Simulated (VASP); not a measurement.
Write the native input for VASP 6.6.1 that does the following.

```
Task                   : single point
Functional             : PBE
Potentials or basis    : VASP PAW PBE potentials, release 64 (Co, Fe, Zr_sv)
Cutoff                 : 400 eV
k mesh                 : 1 × 1 × 1, shifted
Occupations            : fermi-dirac, width 0.162 eV
Spin                   : no spin polarisation
Dipole correction      : no
Mended                 : yes
Further INCAR settings : LREAL = Auto; ALGO = Normal; EDIFF = 1e-06; NBANDS = 105; ISYM = -1
```

The structure of ZrFe5Co14 lies in POSCAR:

```
ZrFe5Co14
1.0
    6.0449880000     -0.0587590000     -0.2216450000
   -0.0587590000      6.4854100000     -0.0245630000
   -0.2216450000     -0.0245630000      6.0708720000
Co Fe Zr
14 5 1
Direct
    0.7219498113      0.0880037442      0.1662791114
    0.8965609438      0.5441980187      0.7428753870
    0.8630129993      0.8537097504      0.4435114410
    0.3763705209      0.2750588169      0.2312847172
    0.7131302373      0.4232635554      0.3655854339
    0.5443321558      0.4561566702      0.9523925191
    0.1883704031      0.7838555091      0.5971542805
    0.5079056579      0.7409540039      0.2951381289
    0.5734990750      0.7703190020      0.6832360406
    0.8462598418      0.7051934839      0.0860029548
    0.6920094267      0.1445242648      0.7761401293
    0.9424436078     -0.0894944721      0.8778492877
    0.5359564098      0.0530281441      0.4658223051
    0.4001974540      0.3951563315      0.6387909331
    0.2035036590      0.9309912122      0.2571773059
    0.3545624265      0.0701273249      0.9022806817
    0.2634457419      0.6458106863      0.9665869218
    0.9768943512      0.3061170115      0.0563446076
    0.1673859385      0.5233510906      0.3074529210
    0.1056733191      0.1890520395      0.5638044498
```

These files were run (other wordings do the same):

INCAR

```
ALGO = Normal ; EDIFF = 1E-6
ENCUT = 400 ; GGA = PE
GGA_COMPAT = F ; ISIF = 2
ISMEAR = -1 ; ISYM = -1
LASPH = T ; LCHARG = F
LREAL = Auto ; LWAVE = F
NBANDS = 105 ; NELM = 120
PREC = Accurate ; SIGMA = 0.162
```

KPOINTS

```
explicit points
1
Reciprocal
  0.25000000   0.25000000   0.25000000 1
```

Potentials or basis: VASP PAW PBE potentials, release 64 (Co, Fe, Zr_sv).

The run is started by

```console
$ cat potpaw_PBE.64/Co/POTCAR potpaw_PBE.64/Fe/POTCAR potpaw_PBE.64/Zr_sv/POTCAR > POTCAR
$ mpirun -np 1 vasp_std > vasp.out
```

Results of the run:

| Quantity | Value |
| --- | --- |
| Pressure | -3.2 GPa |
| Largest force | 4.280 eV/Å |

Caveat: the atoms stand as in a frame of molecular dynamics; the run has no spin polarisation, though such a crystal can be magnetic.

It took 100 s on 1 thread of Intel(R) Xeon(R) 6975P-C (Granite Rapids), with other jobs on the host, peak memory 0.25 GiB.
